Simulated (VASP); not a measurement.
Input of a VASP 6.6.1 run:

File INCAR:

```
ALGO = Normal ; EDIFF = 1E-6
ENCUT = 520 ; GGA = PE
GGA_COMPAT = False ; ISIF = 2
ISMEAR = -1 ; LASPH = True
LCHARG = True ; LELF = True
LREAL = Auto ; LVHAR = True
LWAVE = False ; NBANDS = 86
NELECT = 130.0 ; NELM = 120
PREC = Accurate ; SIGMA = 0.01
```

The input KPOINTS:

```
k-points
0
Gamma
  1 1 1
```

Contents of POSCAR:

```
Mg16HO16
1.0
   -4.2543812300      4.2543812300      4.2543812300
    4.2543812300     -4.2543812300      4.2543812300
    4.2543812300      4.2543812300     -4.2543812300
Mg O H
16 16 1
Direct
   -0.0047263042     -0.0040702746      0.0050620757
    0.0004027613      0.2454391000      0.7495031187
   -0.0036893732      0.4980748987      0.4982817443
    0.0070655398      0.7576752824      0.2640825867
    0.2447659116      0.0011164961      0.7495194548
    0.2680892798      0.2687925548      0.5062818501
    0.2423427625      0.4937467722      0.2352928536
    0.2479193666      0.7496915127      0.0014401624
    0.4974525990     -0.0029350919      0.4982614123
    0.4931405736      0.2430167736      0.2353738290
    0.5105145455      0.5112194659     -0.0068623375
    0.4914188191      0.7588129332      0.7505656704
    0.7570569786      0.0076821982      0.2640576712
    0.7490312522      0.2486164128      0.0014602594
    0.7580813344      0.4922150571      0.7507114025
    0.7393794373      0.7400394628      0.4944070327
    0.0036954845      0.0043818358      0.5129634328
   -0.0007824875      0.2555970989      0.2524970006
   -0.0022130128      0.4965286103     -0.0008647556
   -0.0075752497      0.7445094430      0.7497485128
    0.2549775023     -0.0001017774      0.2525024068
    0.2401672405      0.2408511237     -0.0143096015
    0.2336371487      0.5013536363      0.7499027068
    0.2466942766      0.7491420791      0.5006444850
    0.4958535416     -0.0015392368     -0.0008728649
    0.5007242851      0.2344637084      0.7499231563
    0.4783890747      0.4790344094      0.4375713880
    0.4965845527      0.7530761412      0.2469430790
    0.7438462444     -0.0068316633      0.7497395808
    0.7484466783      0.2473976692      0.5006602335
    0.7524223446      0.4972309451      0.2469777491
    0.7890471771      0.7895785117      0.0593798455
    0.5532112363      0.5540004228      0.7476014320
```

Potentials or basis: VASP PAW PBE potentials, release 64 (Mg, O, H).

Launch:

```sh
$ cat potpaw_PBE.64/Mg/POTCAR potpaw_PBE.64/O/POTCAR potpaw_PBE.64/H/POTCAR > POTCAR
$ mpirun -np 1 vasp_gam > vasp.out
```

Problem. What does it give for the largest force?

Solution. 0.907 eV/Å.

Forces in eV/Å, atoms in the order of the input:
```
Mg   0.035  0.034  0.120
Mg   0.024 -0.023  0.013
Mg   0.012 -0.001  0.014
Mg  -0.021 -0.011  0.044
Mg  -0.021  0.022  0.013
Mg   0.038  0.037  0.037
Mg   0.012  0.024  0.043
Mg  -0.001 -0.012  0.014
Mg   0.001  0.012  0.012
Mg   0.022  0.010  0.043
Mg  -0.047 -0.046  0.046
Mg  -0.079  0.059  0.027
Mg  -0.013 -0.021  0.044
Mg  -0.013 -0.001  0.015
Mg   0.055 -0.079  0.029
Mg  -0.039 -0.040  0.134
O   -0.024 -0.024 -0.008
O    0.005  0.023  0.042
O    0.027 -0.010 -0.003
O    0.045 -0.039 -0.001
O    0.026  0.003  0.043
O    0.020  0.022 -0.010
O    0.073 -0.070 -0.105
O   -0.020  0.003 -0.003
O   -0.013  0.027 -0.004
O   -0.072  0.076 -0.107
O    0.100  0.095  0.163
O   -0.026 -0.012  0.048
O   -0.040  0.045 -0.005
O    0.000 -0.019 -0.003
O   -0.012 -0.027  0.050
O   -0.065 -0.072  0.162
H    0.015  0.012 -0.907
```

Caveat: the k points lie up to 1.04 Å⁻¹ apart, too coarse for converged energies, forces and pressures; the cell carries a net charge on a neutralising background, which shifts energy and pressure.
